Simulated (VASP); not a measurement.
# BeZn2Se3 (I-4m2) in VASP: a series of runs, part 2 of 3

VASP 6.6.1. Earlier steps stand in the parts before.

## Step 4: Single point, PBE

This run uses another cell than the first one, of 21.36 Å³/atom.

Input file INCAR:

```
SYSTEM = BeZn2Se3
PREC = Accurate ; ENCUT = 520
EDIFF = 1E-6 ; ISMEAR = 0
SIGMA = 0.02 ; LREAL = .FALSE.
LASPH = .TRUE. ; NELM = 100
ALGO = Normal ; ISIF = 2
LWAVE = .FALSE. ; LCHARG = .FALSE.
GGA = PE ; NBANDS = 31
```

Input file KPOINTS:

```
regular mesh
0
G
  10 10 10
  0 0 0
```

Input file POSCAR:

```
BeZn2Se3
1.0
   -1.9526194007      1.9526194007      8.4048286966
    1.9526194007     -1.9526194007      8.4048286966
    1.9526194007      1.9526194007     -8.4048286966
Be Zn Se
1 2 3
Direct
    0.0000000000      0.0000000000      0.0000000000
    0.6613612230      0.6613612230      0.0000000000
    0.3386387770      0.3386387770      0.0000000000
    0.4280960723      0.9280960723      0.5000000000
    0.0719039277      0.5719039277      0.5000000000
    0.7500000000      0.2500000000      0.5000000000
```

Potentials or basis: VASP PAW PBE potentials, release 64 (Be, Zn, Se).

On the command line:

```console
$ cat potpaw_PBE.64/Be/POTCAR potpaw_PBE.64/Zn/POTCAR potpaw_PBE.64/Se/POTCAR > POTCAR
$ mpirun -np 1 vasp_std > vasp.out
```

OUTCAR:

```text
SYSTEM = BeZn2Se3
   PREC = Accurate
   ENCUT = 520
   EDIFF = 1E-6
   ISMEAR = 0
   LREAL = .FALSE.
   LASPH = .TRUE.
   NELM = 100
   ISIF = 2
   GGA = PE

 ion  position               nearest neighbor table
   1  0.000  0.000  0.000-   5 2.30   4 2.30   5 2.30   4 2.30
   2  0.661  0.661  0.000-   6 2.46   6 2.46   5 2.46   5 2.46
   3  0.339  0.339  0.000-   6 2.46   6 2.46   4 2.46   4 2.46
   4  0.428  0.928  0.500-   1 2.30   1 2.30   3 2.46   3 2.46
   5  0.072  0.572  0.500-   1 2.30   1 2.30   2 2.46   2 2.46
   6  0.750  0.250  0.500-   3 2.46   2 2.46   3 2.46   2 2.46

[... 1023 lines left out ...]
  -------------------------------------------------------------------------------------
  Total        0.1638434      0.1638434      0.1783094      0.0000000      0.0000000      0.0000000
  in kB        2.0479323      2.0479323      2.2287476      0.0000000      0.0000000      0.0000000
  external PRESSURE =       2.1082041 kB  Pullay stress =       0.0000000 kB

 VOLUME and BASIS-vectors are now :
 -----------------------------------------------------------------------------
  energy-cutoff  :      520.00
  volume of cell :      128.18
      direct lattice vectors                 reciprocal lattice vectors
    -1.952619401  1.952619401  8.404828697     0.000000000  0.256066287  0.059489612
     1.952619401 -1.952619401  8.404828697     0.256066287  0.000000000  0.059489612
     1.952619401  1.952619401 -8.404828697     0.256066287  0.256066287  0.000000000

 POSITION                                       TOTAL-FORCE (eV/Angst)
 -----------------------------------------------------------------------------------
      0.00000      0.00000      0.00000        -0.000000      0.000000     -0.000000
      0.00000      0.00000     11.11726        -0.000000      0.000000      0.000053
      0.00000      0.00000      5.69240        -0.000000      0.000000     -0.000053
      1.95262      0.00000      7.19615         0.000000     -0.000000      0.012077
      1.95262      0.00000      1.20868         0.000000     -0.000000     -0.012077
     -0.00000      1.95262      4.20241        -0.000000      0.000000     -0.000000
 -----------------------------------------------------------------------------------
    total drift:                                0.000000     -0.000000      0.000000

  FREE ENERGIE OF THE ION-ELECTRON SYSTEM (eV)
  ---------------------------------------------------
  free  energy   TOTEN  =       -20.7560402575 eV

  energy  without entropy=      -20.7560402575  energy(sigma->0) =      -20.75604026
```

OSZICAR:

```text
N       E                     dE             d eps       ncg     rms          rms(c)
DAV:   1     0.300177464703E+03    0.30018E+03   -0.19633E+04  6324   0.150E+03
DAV:   2     0.118485177425E+02   -0.28833E+03   -0.27387E+03  6495   0.339E+02
DAV:   3    -0.206086234788E+02   -0.32457E+02   -0.32007E+02  7645   0.112E+02
DAV:   4    -0.215193961118E+02   -0.91077E+00   -0.90893E+00  7496   0.190E+01
DAV:   5    -0.215279933945E+02   -0.85973E-02   -0.85962E-02  7651   0.178E+00    0.723E+00
DAV:   6    -0.207945097958E+02    0.73348E+00   -0.15659E+00  8983   0.343E+01    0.550E+00
DAV:   7    -0.207518284701E+02    0.42681E-01   -0.10388E+00  7668   0.548E+00    0.208E+00
DAV:   8    -0.207548265843E+02   -0.29981E-02   -0.41729E-02  7245   0.197E+00    0.604E-01
DAV:   9    -0.207557206277E+02   -0.89404E-03   -0.90735E-03  7875   0.126E+00    0.121E-01
DAV:  10    -0.207558200326E+02   -0.99405E-04   -0.14244E-03  7794   0.544E-01    0.643E-02
DAV:  11    -0.207560103554E+02   -0.19032E-03   -0.49344E-04  7367   0.133E-01    0.197E-02
DAV:  12    -0.207560312869E+02   -0.20931E-04   -0.29500E-05  7684   0.496E-02    0.125E-02
DAV:  13    -0.207560399805E+02   -0.86937E-05   -0.23450E-05  7075   0.493E-02    0.450E-03
DAV:  14    -0.207560402575E+02   -0.27695E-06   -0.30110E-06  6871   0.251E-02
   1 F= -.20756040E+02 E0= -.20756040E+02  d E =-.156338E-11
```

Run time: 58 min. Hardware: 1 thread of Oxide Virtual Turin-like, shared host; peak memory 0.87 GiB.

What came out:

```
Free energy            : -20.7560 eV
Pressure               : 0.2 GPa
Largest force          : 0.012 eV/Å
Band gap on the k mesh : 1.83 eV
```

Forces on the atoms (eV/Å):
```
Be   0.000  0.000  0.000
Zn   0.000  0.000  0.000
Zn   0.000  0.000  0.000
Se   0.000  0.000  0.012
Se   0.000  0.000 -0.012
Se   0.000  0.000  0.000
```

Levels at points of the mesh, in eV from the valence-band top:
```tsv
k point	band 20	band 21	band 22	band 23	band 24	band 25
(0.00, 0.00, 0.00)	-0.24	0.00	0.00	1.83	2.95	3.67
(0.50, 0.00, 0.00)	-0.99	-0.74	-0.62	2.78	3.91	4.03
(0.50, 0.50, 0.00)	-2.68	-2.26	-2.25	2.85	3.33	4.41
(0.50, 0.50, 0.50)	-0.90	-0.53	-0.53	2.67	3.59	3.63
```

A k mesh can miss the band edges.

## Step 5: Single point, PBE (22.00 Å³/atom)

This run uses another cell than the first one, of 22.00 Å³/atom.

Input file INCAR:

```
SYSTEM = BeZn2Se3
PREC = Accurate
ENCUT = 520
EDIFF = 1E-7
ISMEAR = 0
SIGMA = 0.02
LREAL = .FALSE.
LASPH = .TRUE.
NELM = 60
ALGO = Normal
ISIF = 2
LWAVE = .FALSE.
LCHARG = .TRUE.
GGA = PE
LELF = .TRUE.
LVHAR = .TRUE.
NBANDS = 31
```

KPOINTS is that of step 4.

Input file POSCAR:

```
BeZn2Se3
1.0
   -1.9722192571      1.9722192571      8.4857630565
    1.9722192571     -1.9722192571      8.4857630565
    1.9722192571      1.9722192571     -8.4857630565
Be Zn Se
1 2 3
Direct
    0.0000000000      0.0000000000      0.0000000000
    0.6614694784      0.6614694784      0.0000000000
    0.3385305216      0.3385305216      0.0000000000
    0.4278862729      0.9278862729      0.5000000000
    0.0721137271      0.5721137271      0.5000000000
    0.7500000000      0.2500000000      0.5000000000
```

Potentials or basis: VASP PAW PBE potentials, release 64 (Be, Zn, Se).

On the command line:

```console
$ cat potpaw_PBE.64/Be/POTCAR potpaw_PBE.64/Zn/POTCAR potpaw_PBE.64/Se/POTCAR > POTCAR
$ mpirun -np 1 vasp_std > vasp.out
```

OUTCAR:

```text
SYSTEM = BeZn2Se3
   PREC = Accurate
   ENCUT = 520
   EDIFF = 1E-7
   ISMEAR = 0
   LREAL = .FALSE.
   LASPH = .TRUE.
   NELM = 60
   ISIF = 2
   GGA = PE

 ion  position               nearest neighbor table
   1  0.000  0.000  0.000-   5 2.32   4 2.32   5 2.32   4 2.32
   2  0.661  0.661  0.000-   6 2.48   6 2.48   5 2.49   5 2.49
   3  0.339  0.339  0.000-   6 2.48   6 2.48   4 2.49   4 2.49
   4  0.428  0.928  0.500-   1 2.32   1 2.32   3 2.49   3 2.49
   5  0.072  0.572  0.500-   1 2.32   1 2.32   2 2.49   2 2.49
   6  0.750  0.250  0.500-   3 2.48   2 2.48   3 2.48   2 2.48

  LATTYP: Found a body centered tetragonal cell.
 ALAT       =     3.9444385142
 C/A-ratio  =     4.3026468918

  Lattice vectors:

 A1 = (  -1.9722192571,   1.9722192571,   8.4857630565)
 A2 = (   1.9722192571,  -1.9722192571,   8.4857630565)
 A3 = (   1.9722192571,   1.9722192571,  -8.4857630565)

Analysis of symmetry for initial positions (statically):
=====================================================================
 Subroutine PRICEL returns:
 Original cell was already a primitive cell.

[... 182 lines left out ...]
 fundamental gap:      1.7036996350
 Fermi energy:         1.8002635701

 k-point     1 :       0.0000    0.0000    0.0000
  band No.  band energies     occupation
      1     -11.4461      2.00000
      2     -10.7284      2.00000
      3     -10.4966      2.00000
      4      -4.7103      2.00000
      5      -4.6319      2.00000
      6      -4.6319      2.00000
[... 805 lines left out ...]
     30       8.7718      0.00000
     31       9.3022      0.00000

 [... further k-points ...]

------------------------ aborting loop because EDIFF is reached ----------------------------------------

  FORCE on cell =-STRESS in cart. coord.  units (eV):
  Direction    XX          YY          ZZ          XY          YZ          ZX
  --------------------------------------------------------------------------------------
  -------------------------------------------------------------------------------------
  Total       -1.2679715     -1.2679715     -1.2747101      0.0000000      0.0000000      0.0000000
  in kB      -15.3871716    -15.3871716    -15.4689463      0.0000000      0.0000000      0.0000000
  external PRESSURE =     -15.4144298 kB  Pullay stress =       0.0000000 kB

 VOLUME and BASIS-vectors are now :
 -----------------------------------------------------------------------------
  energy-cutoff  :      520.00
  volume of cell :      132.03
      direct lattice vectors                 reciprocal lattice vectors
    -1.972219257  1.972219257  8.485763056     0.000000000  0.253521508  0.058922220
     1.972219257 -1.972219257  8.485763056     0.253521508  0.000000000  0.058922220
     1.972219257  1.972219257 -8.485763056     0.253521508  0.253521508  0.000000000

 POSITION                                       TOTAL-FORCE (eV/Angst)
 -----------------------------------------------------------------------------------
      0.00000      0.00000      0.00000        -0.000000     -0.000000     -0.000000
      0.00000      0.00000     11.22615        -0.000000     -0.000000     -0.000927
      0.00000      0.00000      5.74538        -0.000000     -0.000000      0.000927
      1.97222     -0.00000      7.26188        -0.000000     -0.000000      0.015460
      1.97222      0.00000      1.22388         0.000000      0.000000     -0.015460
      0.00000      1.97222      4.24288        -0.000000     -0.000000     -0.000000
 -----------------------------------------------------------------------------------
    total drift:                                0.000001     -0.000001     -0.000000

  FREE ENERGIE OF THE ION-ELECTRON SYSTEM (eV)
  ---------------------------------------------------
  free  energy   TOTEN  =       -20.7394526993 eV

  energy  without entropy=      -20.7394526993  energy(sigma->0) =      -20.73945270
```

It took 45 min on 1 thread of Oxide Virtual Turin-like, shared host; peak memory 0.89 GiB.

What came out:

```
Free energy            : -20.7395 eV
Pressure               : -1.5 GPa
Largest force          : 0.015 eV/Å
Band gap on the k mesh : 1.70 eV
```

Forces on the atoms (eV/Å):
```
Be   0.000  0.000  0.000
Zn   0.000  0.000 -0.001
Zn   0.000  0.000  0.001
Se   0.000  0.000  0.015
Se   0.000  0.000 -0.015
Se   0.000  0.000  0.000
```

Levels at points of the mesh, in eV from the valence-band top:
```
           k point  band 19  band 20  band 21  band 22  band 23  band 24  band 25  band 26
(0.00, 0.00, 0.00)    -1.42    -0.22     0.00     0.00     1.70     3.00     3.70     4.10
(0.50, 0.00, 0.00)    -1.61    -0.94    -0.70    -0.59     2.72     3.85     3.94     5.72
(0.50, 0.50, 0.00)    -2.58    -2.55    -2.15    -2.15     2.91     3.33     4.42     4.44
(0.50, 0.50, 0.50)    -0.85    -0.85    -0.50    -0.50     2.71     3.48     3.60     3.93
```

A k mesh can miss the band edges.

(Part 2 of 3 ends here.)
